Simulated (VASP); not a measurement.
Set up this calculation in VASP 6.6.1, as the native input.

```yaml
Task: single point
Functional: PBE
Potentials_or_basis: VASP PAW PBE potentials, release 64 (Ta_pv, Pb_d)
Cutoff: 520 eV
k_mesh: 6 × 6 × 6
Occupations: gaussian, width 0.1 eV
Spin: no spin polarisation
Dipole_correction: no
Further_INCAR_settings: ALGO = Normal; EDIFF = 1e-07; NBANDS = 26
```

The structure of TaPb2 lies in POSCAR:

```
TaPb2
1.0
   -1.9750167216      1.9750167216      4.8449628952
    1.9750167216     -1.9750167216      4.8449628952
    1.9750167216      1.9750167216     -4.8449628952
Ta Pb
1 2
Direct
    0.0000000000      0.0000000000      0.0000000000
    0.6650000000      0.6650000000      0.0000000000
    0.3350000000      0.3350000000      0.0000000000
```

The input as run:

INCAR

```
ALGO     = Normal         # electronic algorithm
EDIFF    = 1E-7           # SCF threshold, eV
ENCUT    = 520            # plane-wave cutoff, eV
GGA      = PE             # functional
ISIF     = 2              # what is computed and relaxed
ISMEAR   = 0              # smearing method
LASPH    = T              # aspherical terms in the spheres
LCHARG   = T              # write CHGCAR
LELF     = T              # ELF
LREAL    = F              # projectors in reciprocal space
LVHAR    = T            
LWAVE    = F              # write WAVECAR
NBANDS   = 26             # bands
NELM     = 60             # most SCF steps
PREC     = Accurate       # precision mode
SIGMA    = 0.1            # smearing width, eV
```

KPOINTS

```
k-points
0
Gamma
  6 6 6
```

Potentials or basis: VASP PAW PBE potentials, release 64 (Ta_pv, Pb_d).

Launch:

```bash
$ cat potpaw_PBE.64/Ta_pv/POTCAR potpaw_PBE.64/Pb_d/POTCAR > POTCAR
$ mpirun -np 1 vasp_std > vasp.out
```

Results of the run:

```json
{"Pressure": "-5.2 GPa", "Largest force": "0.704 eV/Å", "Band gap on the k mesh": "zero (an odd number of electrons rules out a gap without spin polarisation)"}
```

Caveat: the cell stands under tension; spin-orbit coupling is left out, which moves the levels of the heavy elements.

Wall time 82 s on 1 thread of Intel(R) Xeon(R) 6975P-C (Granite Rapids) (shared host), peak memory 0.27 GiB.
